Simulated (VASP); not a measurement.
# WC: single point with RPBE

WC:

```
W C
1.0
     2.93402    0.00000    0.00000
    -1.46701    2.54093    0.00000
     0.00000    0.00000    2.85589
W C
1 1
Cartesian
  0.0000 0.0000 0.0000
  1.4670 0.8470 1.4279
```

| Item | Value |
| --- | --- |
| Program | VASP 6.6.1 |
| Task | single point |
| Functional | RPBE |
| Potentials or basis | VASP PAW PBE potentials, release 64 (W_sv, C) |
| Cutoff | 520 eV |
| k mesh | 11 × 11 × 9 |
| Occupations | fermi-dirac, width 0.05 eV |
| Spin | no spin polarisation |
| Dipole correction | no |
| Further INCAR settings | ALGO = Normal; EDIFF = 1e-06; NBANDS = 16 |

| Quantity | Value |
| --- | --- |
| Pressure | 1.0 GPa |
| Band gap on the k mesh | zero (bands 9 and 10 overlap by 1.17 eV) |

Stress tensor (GPa, compression positive):
```
0.86 0.00 0.00
0.00 0.86 0.00
0.00 0.00 1.15
```

Levels at points of the mesh, in eV from the Fermi level:
| k point | band 7 | band 8 | band 9 | band 10 | band 11 | band 12 |
| --- | --- | --- | --- | --- | --- | --- |
| (0.00, 0.00, 0.00) | -3.25 | -3.25 | 0.10 | 3.12 | 3.12 | 5.50 |

It took 28 s on 1 thread of Intel Xeon 8259CL, on a shared host, peak memory 0.16 GiB.

Caveat: the PAW data sets were made with another functional, which shifts forces and pressure a little; spin-orbit coupling is left out, which moves the levels of the heavy elements.
